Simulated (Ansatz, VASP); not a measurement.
## B3N2 in VASP and in Ansatz

```
CELL_PARAMETERS angstrom
3.44772 0.00000 0.00000
-1.72386 2.98581 0.00000
0.00000 0.00000 4.40121
ATOMIC_POSITIONS crystal
B 0.33585 0.00000 0.00000
B 0.00000 0.33585 0.00000
B 0.66415 0.66415 0.00000
N 0.00000 0.00000 0.76515
N 0.00000 0.00000 0.23485
```

Alike in both runs: functional PBE; k mesh 6 × 6 × 4; occupations gaussian, width 0.1 eV; no spin polarisation.

Ansatz relaxed the structure, and its values are those at the end. VASP's run is a single point on that final structure, the one shown.

```csv
,VASP,Ansatz
version,VASP 6.6.1,Ansatz 0.2.0
potentials or method,"VASP PAW PBE potentials, release 64 (B_h, N_h), cutoff 1330 eV","scalar-relativistic, plane waves, PAW"
valence electrons in the cell,19,19
```

Ansatz gave:

- gap on the k mesh at the Fermi level (eV): none
- pressure (GPa): -0.2
- rms of the force components (eV/Å): 0.006

Q: What did VASP give for the same quantities?

A: gap on the k mesh at the Fermi level (eV): none; pressure (GPa): -0.3; rms of the force components (eV/Å): 0.010.

A gap of «none» marks a metal or a gap that the smearing closes.
